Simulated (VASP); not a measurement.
# Zr (I4_1/amd) in VASP: further runs

The runs below take Zr through relaxation of cell and atoms, single point, with LDA.

Everything below comes from runs of VASP 6.6.1. Logs are shortened: lines on timing, memory, paths and dates and some standing lists are left out, and cuts for length are marked.

### 1 The cell of the first run

It takes space group I4_1/amd (No. 141, tetragonal). Conventional cell: a = 4.302 Å, b = 4.302 Å, c = 2.366 Å, α = 90.00°, β = 90.00°, γ = 90.00°. Zr (site symmetry -4m2) has 10 Zr at 2.23 to 2.79 Å within 3.0 Å.

### 2 Relaxation of cell and atoms, LDA, target pressure 220 GPa, at which the enthalpy is minimised

The input, INCAR:

```
SYSTEM = Zr
ALGO = Normal
EDIFF = 1E-6
EDIFFG = -0.005
ENCUT = 600
GGA = CA
IBRION = 2
ISIF = 3
ISMEAR = -1
LASPH = .TRUE.
LCHARG = .FALSE.
LREAL = .FALSE.
LWAVE = .FALSE.
NELM = 60
NSW = 60
PREC = Accurate
PSTRESS = 2200.0
SIGMA = 0.1
```

The input, KPOINTS:

```
k-points
0
G
  18 18 18
  0 0 0
```

The input, POSCAR:

```
Zr
1.0
   -2.1512189230      2.1512189230      1.1831704077
    2.1512189230     -2.1512189230      1.1831704077
    2.1512189230      2.1512189230     -1.1831704077
Zr
2
Direct
   -0.3750000000     -0.1250000000     -0.2500000000
    0.3750000000      0.1250000000      0.2500000000
```

Potentials or basis: VASP PAW LDA potentials, release 64 (Zr_sv).

The run is started by

```sh
> cat potpaw_LDA.64/Zr_sv/POTCAR > POTCAR
> mpirun -np 1 vasp_std > vasp.out
```

OUTCAR:

```text
SYSTEM = Zr
   EDIFF = 1E-6
   EDIFFG = -0.005
   ENCUT = 600
   GGA = CA
   IBRION = 2
   ISIF = 3
   ISMEAR = -1
   LASPH = .TRUE.
   LREAL = .FALSE.
   NELM = 60
   NSW = 60
   PREC = Accurate
   PSTRESS = 2200.0

 ion  position               nearest neighbor table
   1  0.625  0.875  0.750-   2 2.23   2 2.23   2 2.23   2 2.23   2 2.79   2 2.79   2 2.79   2 2.79
                             2 3.66   2 3.66
   2  0.375  0.125  0.250-   1 2.23   1 2.23   1 2.23   1 2.23   1 2.79   1 2.79   1 2.79   1 2.79
                             1 3.66   1 3.66

  LATTYP: Found a body centered tetragonal cell.
 ALAT       =     4.3024378460
 C/A-ratio  =     0.5500000000

  Lattice vectors:

 A1 = (  -2.1512189230,   2.1512189230,   1.1831704077)
 A2 = (   2.1512189230,  -2.1512189230,   1.1831704077)
 A3 = (   2.1512189230,   2.1512189230,  -1.1831704077)

Analysis of symmetry for initial positions (statically):
=====================================================================
 Subroutine PRICEL returns:
 Original cell was already a primitive cell.

 Routine SETGRP: Setting up the symmetry group for a
 body centered tetragonal supercell.

 Subroutine GETGRP returns: Found 16 space group operations
 (whereof  4 operations were pure point group operations)
 out of a pool of 16 trial point group operations.

The static configuration has the point symmetry C_2h.
 The point group associated with its full space group is D_4h.

Analysis of symmetry for dynamics (positions and initial velocities):
=====================================================================
 Subroutine PRICEL returns:
 Original cell was already a primitive cell.

 Routine SETGRP: Setting up the symmetry group for a
 body centered tetragonal supercell.

 Subroutine GETGRP returns: Found 16 space group operations
 (whereof  4 operations were pure point group operations)
 out of a pool of 16 trial point group operations.

The dynamic configuration has the point symmetry C_2h.
 The point group associated with its full space group is D_4h.

 Subroutine INISYM returns: Found 16 space group operations
 (whereof  4 operations are pure point group operations),
 and found     1 'primitive' translations

----------------------------------------------------------------------------------------

                                     Primitive cell

  volume of cell :      21.9016

  direct lattice vectors                    reciprocal lattice vectors
    -2.151218923  2.151218923  1.183170408     0.000000000  0.232426368  0.422593395
     2.151218923 -2.151218923  1.183170408     0.232426368  0.000000000  0.422593395
     2.151218923  2.151218923 -1.183170408     0.232426368  0.232426368  0.000000000

  length of vectors
     3.264257637  3.264257637  3.264257637     0.482293680  0.482293680  0.328700521

  position of ions in fractional coordinates (direct lattice)
     0.625000000  0.875000000  0.750000000
     0.375000000  0.125000000  0.250000000

  ion indices of the primitive-cell ions
   primitive index   ion index
                 1           1
                 2           2

----------------------------------------------------------------------------------------

 KPOINTS: k-points

Automatic generation of k-mesh.
 Grid dimensions read from file:
 generate k-points for:   18   18   18

 Generating k-lattice:

  Cartesian coordinates                     Fractional coordinates (reciprocal lattice)
     0.000000000  0.012912576  0.023477411     0.055555556  0.000000000  0.000000000
     0.012912576  0.000000000  0.023477411     0.000000000  0.055555556  0.000000000
     0.012912576  0.012912576  0.000000000     0.000000000  0.000000000  0.055555556

  Length of vectors
     0.026794093  0.026794093  0.018261140

  Shift w.r.t. Gamma in fractional coordinates (k-lattice)
     0.000000000  0.000000000  0.000000000

 Subroutine IBZKPT returns following result:
 ===========================================

 Found    480 irreducible k-points:

 Following reciprocal coordinates:
            Coordinates               Weight
  0.000000  0.000000  0.000000      1.000000
  0.055556 -0.000000  0.000000      8.000000
  0.111111 -0.000000  0.000000      8.000000
  0.166667  0.000000 -0.000000      8.000000
  0.222222  0.000000  0.000000      8.000000
  0.277778  0.000000  0.000000      8.000000
[... 16 lines left out ...]
 -0.277778  0.055556  0.000000     16.000000
 -0.222222  0.055556  0.000000     16.000000
 [... further k-points ...]
   k-points           NKPTS =    480   k-points in BZ     NKDIM =    480   number of bands    NBANDS=     16
   number of dos      NEDOS =    301   number of ions     NIONS =      2
   total plane-waves  NPLWV =  21952
   dimension x,y,z NGX =    28 NGY =   28 NGZ =   28
   dimension x,y,z NGXF=    56 NGYF=   56 NGZF=   56
   ions per type =               2
   NGX,Y,Z   is equivalent  to a cutoff of  14.26, 14.26, 14.26 a.u.
   NGXF,Y,Z  is equivalent  to a cutoff of  28.52, 28.52, 28.52 a.u.
 SYSTEM =  Zr
   PREC   = accura    normal or accurate (medium, high low for compatibility)
   ISTART =      0    job   : 0-new  1-cont  2-samecut
   ICHARG =      2    charge: 1-file 2-atom 10-const
   ISPIN  =      1    spin polarized calculation?
   LNONCOLLINEAR =      F non collinear calculations
   LSORBIT =      F    spin-orbit coupling
   LASPH  =      T    aspherical Exc in radial PAW
   ENCUT  =  600.0 eV  44.10 Ry    6.64 a.u.   6.52  6.52  6.52*2*pi/ulx,y,z
   NELM   =     60;   NELMIN=  2; NELMDL= -5     # of ELM steps
   EDIFF  = 0.1E-05   stopping-criterion for ELM
   LREAL  =      F    real-space projection
   EDIFFG = -.5E-02   stopping-criterion for IOM
   NSW    =     60    number of steps for IOM
   IBRION =      2    ionic relax: 0-MD 1-quasi-New 2-CG
   NFREE  =      1    steps in history (QN), initial steepest desc. (CG)
   ISIF   =      3    stress and relaxation
   ISYM   =      2    0-nonsym 1-usesym 2-fastsym
   POTIM  = 0.5000    time-step for ionic-motion
   TEBEG  =    0.0;   TEEND  =   0.0 temperature during run
   PSTRESS= 2200.0 pullay stress
   NELECT =      24.0000    total number of electrons
   NUPDOWN=      -1.0000    fix difference up-down
   EMIN   =  10.00;   EMAX   =-10.00  energy-range for DOS
   EFERMI =   0.00;   METHOD = LEGACY
   ISMEAR =    -1;   SIGMA  =   0.10  broadening in eV -4-tet -1-fermi 0-gaus
   EFERMI_NEDOS =   21; number of points for ismear=-14 and -15
   IALGO  =     38    algorithm
   IMIX   =      4    mixing-type and parameters
     AMIX     =   0.40;   BMIX     =  1.00
     AMIX_MAG =   1.60;   BMIX_MAG =  1.00
  volume/ion in A,a.u.               =      10.95        73.90
  Fermi-wavevector in a.u.,A,eV,Ry     =   1.687795  3.189470 38.758271  2.848653
  Thomas-Fermi vector in A             =   2.770217
   LORBIT       =      0    0 simple, 1 ext, 2 COOP (PROOUT), +10 PAW based schemes
   GGA     = CA    functional components
   LHFCALC =     F    Hartree Fock is set to
   AEXX    =    0.0000 exact exchange contribution
   IVDW    =     0    specifies the selected vdW correction
   LEPSILON=     F    determine dielectric tensor
   LRPA    =     F    only Hartree local field effects (RPA)
 conjugate gradient relaxation of ions
 non-spin polarized calculation
  energy-cutoff  :      600.00
  volume of cell :       21.90
 maximum number of plane-waves:       753
 NGX is ok and might be reduce to    28
   NGX = 13   NGY = 13   NGZ = 13

--------------------------------------- Ionic step        1  -------------------------------------------

 number of electron      24.0000000 magnetization

 Free energy of the ion-electron system (eV)
  ---------------------------------------------------
  ext. energy  EPLUGINS =         0.00000000
  ---------------------------------------------------
  free energy    TOTEN  =        -8.59079340 eV

  energy without entropy =       -8.55014072  energy(sigma->0) =       -8.57046706

------------------------ aborting loop because EDIFF is reached ----------------------------------------

  FORCE on cell =-STRESS in cart. coord.  units (eV):
  Direction    XX          YY          ZZ          XY          YZ          ZX
  --------------------------------------------------------------------------------------
  -------------------------------------------------------------------------------------
  Total       33.0517276     33.0517276     33.8755972     -0.0000000      0.0000000      0.0000000
  in kB     2417.8437879   2417.8437879   2478.1125841     -0.0000000      0.0000000      0.0000000
  external PRESSURE =     237.9333866 kB  Pullay stress =    2200.0000000 kB

 VOLUME and BASIS-vectors are now :
 -----------------------------------------------------------------------------
  energy-cutoff  :      600.00
  volume of cell :       21.90
      direct lattice vectors                 reciprocal lattice vectors
    -2.151218923  2.151218923  1.183170408     0.000000000  0.232426368  0.422593395
     2.151218923 -2.151218923  1.183170408     0.232426368  0.000000000  0.422593395
     2.151218923  2.151218923 -1.183170408     0.232426368  0.232426368  0.000000000
[... 274 lines left out ...]
  FREE ENERGIE OF THE ION-ELECTRON SYSTEM (eV)
  ---------------------------------------------------
  free  energy   TOTEN  =        -9.5963070004 eV

  energy  without entropy=       -9.5546858199  energy(sigma->0) =       -9.57549641

  enthalpy is  TOTEN    =        21.4350773126 eV   P V=       31.0313843130

--------------------------------------- Ionic step        9  -------------------------------------------

 number of electron      24.0000000 magnetization

 Free energy of the ion-electron system (eV)
  ---------------------------------------------------
  ext. energy  EPLUGINS =         0.00000000
  ---------------------------------------------------
  free energy    TOTEN  =        -9.50945883 eV

  energy without entropy =       -9.46787527  energy(sigma->0) =       -9.48866705

 E-fermi :  19.4457     XC(G=0): -15.0055

 val. band max:       19.4437259237   @ k =  -0.3333  -0.3889   0.0556
 cond. band min:      19.4484099005   @ k =  -0.4444   0.5000   0.3889
 fundamental gap:      0.0046839768
 Fermi energy:        19.4457085028

 k-point     1 :       0.0000    0.0000    0.0000
  band No.  band energies     occupation
      1     -30.6956      2.00000
      2     -27.0701      2.00000
      3     -10.0826      2.00000
      4     -10.0826      2.00000
      5      -4.4315      2.00000
      6      -4.3427      2.00000
[... 8 lines left out ...]
     15      23.2542      0.00000
     16      23.8238      0.00000
[... 419 lines left out ...]
 k-point    24 :      -0.2222    0.0556    0.0000
  band No.  band energies     occupation
      1     -30.2133      2.00000
      2     -27.1856      2.00000
      3     -10.0269      2.00000
      4      -9.2494      2.00000
      5      -6.2897      2.00000
      6      -5.7330      2.00000
[... 8 lines left out ...]
     15      21.7259      0.00000
     16      26.1953      0.00000

 [... further k-points ...]

------------------------ aborting loop because EDIFF is reached ----------------------------------------

  FORCE on cell =-STRESS in cart. coord.  units (eV):
  Direction    XX          YY          ZZ          XY          YZ          ZX
  --------------------------------------------------------------------------------------
  -------------------------------------------------------------------------------------
  Total       30.9399474     30.9399474     30.9395739     -0.0000000      0.0000000      0.0000000
  in kB     2199.7052831   2199.7052831   2199.6787334     -0.0000000      0.0000000      0.0000000
  external PRESSURE =      -0.3035668 kB  Pullay stress =    2200.0000000 kB

 VOLUME and BASIS-vectors are now :
 -----------------------------------------------------------------------------
  energy-cutoff  :      600.00
  volume of cell :       22.54
      direct lattice vectors                 reciprocal lattice vectors
    -2.165804981  2.165804981  1.201066261     0.000000000  0.230861044  0.416296766
     2.165804981 -2.165804981  1.201066261     0.230861044  0.000000000  0.416296766
     2.165804981  2.165804981 -1.201066261     0.230861044  0.230861044  0.000000000

 POSITION                                       TOTAL-FORCE (eV/Angst)
 -----------------------------------------------------------------------------------
      2.16580      1.08290      0.90080        -0.000000     -0.000000      0.000000
      0.00000      1.08290      0.30027         0.000000      0.000000     -0.000000
 -----------------------------------------------------------------------------------
    total drift:                               -0.000000      0.000000     -0.000000

  FREE ENERGIE OF THE ION-ELECTRON SYSTEM (eV)
  ---------------------------------------------------
  free  energy   TOTEN  =        -9.5094588283 eV

  energy  without entropy=       -9.4678752733  energy(sigma->0) =       -9.48866705

  enthalpy is  TOTEN    =        21.4346338694 eV   P V=       30.9440926977

 reached required accuracy - stopping structural energy minimisation
```

It took 9.4 min on 1 thread of Intel Xeon 6975P-C (Granite Rapids), shared host; peak memory 0.31 GiB.

What came out:

```
Free energy                                            : -9.5095 eV
Relaxed volume                                         : 11.27 Å³/atom
Relaxed cell                                           : a = 3.290 Å, b = 3.290 Å, c = 3.290 Å, α = 97.66°, β = 97.66°, γ = 137.18°
Space group after relaxing (to 0.05 Å)                 : I4_1/amd (No. 141)
Energy change on relaxing (the enthalpy is what falls) : -459.3 meV/atom
Ionic steps                                            : 9
Pressure after relaxing                                : 220.0 GPa
Band gap on the k mesh                                 : zero (band 12 reaches 20.79 eV, above the bottom of band 13 at 17.17 eV)
```

The path:
```
step  energy change (eV)  largest force (eV/Å)  pressure (GPa)  volume (Å³)
   1              0.0000                0.0000          243.79        21.90
   2             -5.6260                0.0000          102.07        27.47
   3             -1.0271                0.0000          217.16        22.62
   4             -0.9277                0.0000          219.69        22.54
   5             -0.9099                0.0000          220.17        22.53
   6             -0.8918                0.0000          220.72        22.52
   7             -0.9017                0.0000          220.45        22.52
   8             -1.0055                0.0000          217.81        22.60
   9             -0.9187                0.0000          219.97        22.54
```

Final structure:
```cif
data_structure
_symmetry_space_group_name_H-M 'P 1'
_symmetry_Int_Tables_number 1
_cell_length_a 3.2900
_cell_length_b 3.2900
_cell_length_c 3.2900
_cell_angle_alpha 97.659
_cell_angle_beta 97.659
_cell_angle_gamma 137.177
_cell_volume 22.54
loop_
_atom_site_label
_atom_site_type_symbol
_atom_site_fract_x
_atom_site_fract_y
_atom_site_fract_z
_atom_site_occupancy
Zr1 Zr 0.62500 0.87500 0.75000 1
Zr2 Zr 0.37500 0.12500 0.25000 1
```

Caveat: the cell is relaxed towards a set pressure, so the enthalpy falls and the energy may rise.

(Continued in part 2 of 2.)
